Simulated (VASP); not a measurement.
A run of VASP 6.6.1:

Contents of INCAR:

```
SYSTEM = Zn3CdSi4P8
ALGO = Normal
EDIFF = 1E-6
ENCUT = 520
GGA = PS
ISIF = 2
ISMEAR = -1
ISYM = 0
LASPH = .True.
LCHARG = .False.
LREAL = Auto
LWAVE = .False.
NBANDS = 246
NELM = 60
PREC = Accurate
SIGMA = 0.05
```

The input KPOINTS:

```
Automatic mesh
0
Gamma
  1 1 1
  0.25 0.25 0.25
```

The input POSCAR:

```
Zn3CdSi4P8
1.0
   10.8414411129     -0.0000549697     -0.0000170274
   -0.0000549524     10.8448480897     -0.0000170275
   -0.0000159856     -0.0000159907     10.4762365711
Zn Cd Si P
12 4 16 32
Direct
    0.9988500000      0.0028230000      0.9998580000
    0.9981840000      0.4980590000      0.9981120000
    0.4982550000      0.4987690000      0.9984600000
    0.0008140000      0.2492550000      0.2505550000
    0.4984680000      0.2509270000      0.2517960000
    0.2501700000      0.4999230000      0.7493800000
    0.7518770000      0.0002030000      0.7486740000
    0.7499100000      0.4992010000      0.7496070000
    0.2507730000      0.2515660000      0.4994960000
    0.2482950000      0.7482150000      0.5016120000
    0.7489110000      0.2500620000      0.5002660000
    0.7501520000      0.7498040000      0.5035630000
    0.5036860000      0.9992510000      0.0016790000
    0.0015700000      0.7512530000      0.2510420000
    0.5030930000      0.7495600000      0.2535960000
    0.2501010000      0.9970200000      0.7501990000
    0.9989660000      0.0031490000      0.5010490000
    0.9995110000      0.4979990000      0.5001260000
    0.5028810000      0.0023620000      0.4999320000
    0.5001940000      0.4978140000      0.4991900000
    0.2481530000      0.0049040000      0.2505860000
    0.2502200000      0.4953680000      0.2499930000
    0.7528820000      0.0059310000      0.2498160000
    0.7506660000      0.4956990000      0.2489670000
    0.2482630000      0.2550990000      0.9996750000
    0.2472100000      0.7449150000      0.9982880000
    0.7531460000      0.2529440000      0.9994880000
    0.7527120000      0.7468400000      0.9958980000
    0.9979950000      0.2527120000      0.7492800000
    0.9980970000      0.7475530000      0.7484190000
    0.5024390000      0.2549360000      0.7496370000
    0.5027930000      0.7456140000      0.7461320000
    0.1318990000      0.1273740000      0.1232190000
    0.1370370000      0.6142210000      0.1191990000
    0.6392610000      0.1351930000      0.1317230000
    0.6392220000      0.6173420000      0.1177440000
    0.1110330000      0.1320040000      0.6202380000
    0.1158960000      0.6236630000      0.6242230000
    0.6168990000      0.1258120000      0.6271980000
    0.6179980000      0.6208840000      0.6228160000
    0.3680600000      0.3737970000      0.1254140000
    0.3523430000      0.8730480000      0.1251340000
    0.8706510000      0.3739190000      0.1252310000
    0.8599750000      0.8810400000      0.1177630000
    0.3759130000      0.1180420000      0.3749860000
    0.3675400000      0.6093160000      0.3806970000
    0.8762640000      0.1192680000      0.3751700000
    0.8678210000      0.6101950000      0.3804170000
    0.1237080000      0.3809930000      0.3744610000
    0.1313100000      0.8918100000      0.3836110000
    0.6235620000      0.3810020000      0.3738310000
    0.6347620000      0.8918650000      0.3810170000
    0.1228950000      0.3689870000      0.8729960000
    0.1157820000      0.8586100000      0.8809970000
    0.6265000000      0.3690840000      0.8751280000
    0.6309570000      0.8587150000      0.8662740000
    0.3836720000      0.3753040000      0.6247230000
    0.3907560000      0.8672830000      0.6168200000
    0.8810860000      0.3754100000      0.6247940000
    0.8838520000      0.8751070000      0.6244830000
    0.3755800000      0.1466070000      0.8750710000
    0.3756200000      0.6328420000      0.8729760000
    0.8748380000      0.1338940000      0.8736340000
    0.8757180000      0.6294560000      0.8726790000
```

Potentials or basis: VASP PAW PBE potentials, release 64 (Zn, Cd, Si, P).

Command:

```console
$ cat potpaw_PBE.64/Zn/POTCAR potpaw_PBE.64/Cd/POTCAR potpaw_PBE.64/Si/POTCAR potpaw_PBE.64/P/POTCAR > POTCAR
$ mpirun -np 1 vasp_std > vasp.out
```

Hardware: 1 thread of Intel(R) Xeon(R) Platinum 8375C CPU @ 2.90GHz (Ice Lake), with other jobs on the host.

Estimate the wall time of this run.

Wall time 16 min on 1 thread of Intel(R) Xeon(R) Platinum 8375C CPU @ 2.90GHz (Ice Lake), on a shared host, peak memory 1.3 GiB. Counts: scf iterations 17, k points 2.
